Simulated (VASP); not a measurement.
Wanted: the native input for a VASP 6.6.1 run.

| Property | Result |
| --- | --- |
| Task | single point |
| Functional | r2SCAN |
| Potentials or basis | VASP PAW PBE potentials, release 64 (P) |
| Cutoff | 520 eV |
| k mesh | 12 × 12 × 12 |
| Occupations | gaussian, width 0.15 eV |
| Spin | no spin polarisation |
| Dipole correction | no |
| Further INCAR settings | ALGO = Normal; EDIFF = 1e-06; NBANDS = 8 |

Crystal: P.

```
P
1.0
     4.37973    0.00000    0.00000
     0.00000    4.37973    0.00000
     0.00000    0.00000    4.15910
P
1
Direct
  0.00000 0.00000 0.00000
```

This cell differs from its parent crystal: strain +0.025 along x and y, -0.050 along z.

One way to write it, as run:

POSCAR

```
P
1.0
    4.3797274788      0.0000000000      0.0000000000
    0.0000000000      4.3797274788      0.0000000000
    0.0000000000      0.0000000000      4.1591000000
P
1
Direct
    0.0000000000      0.0000000000      0.0000000000
```

INCAR.step1

```
SYSTEM = P
ALGO = Normal
EDIFF = 1E-4
ENCUT = 520
GGA = PE
ISMEAR = 0
LASPH = .True.
LCHARG = .False.
LREAL = .False.
LWAVE = .True.
NBANDS = 8
NELM = 80
PREC = Accurate
SIGMA = 0.15
```

INCAR.step2

```
SYSTEM = P
ALGO = Normal
EDIFF = 1E-6
ENCUT = 520
ISIF = 2
ISMEAR = 0
ISTART = 1
LASPH = .True.
LCHARG = .False.
LMIXTAU = .True.
LREAL = .False.
LWAVE = .False.
METAGGA = R2SCAN
NBANDS = 8
NELM = 80
PREC = Accurate
SIGMA = 0.15
```

KPOINTS

```
k-points
0
Gamma
  12 12 12
  0 0 0
```

Potentials or basis: VASP PAW PBE potentials, release 64 (P).

The run is started by

```console
$ cat potpaw_PBE.64/P/POTCAR > POTCAR
$ cp INCAR.step1 INCAR
$ mpirun -np 1 vasp_std > vasp.out
$ cp INCAR.step2 INCAR
$ mpirun -np 1 vasp_std > vasp.out
```

Results of the run:

```yaml
Pressure: -4.0 GPa
```

Caveat: the cell differs from its parent crystal (strain +0.025 along x and y, -0.050 along z); the PAW data sets were made with another functional, which shifts forces and pressure a little.

Wall time 12 min on 1 thread of AMD EPYC 7R13 (shared host), peak memory 0.24 GiB.
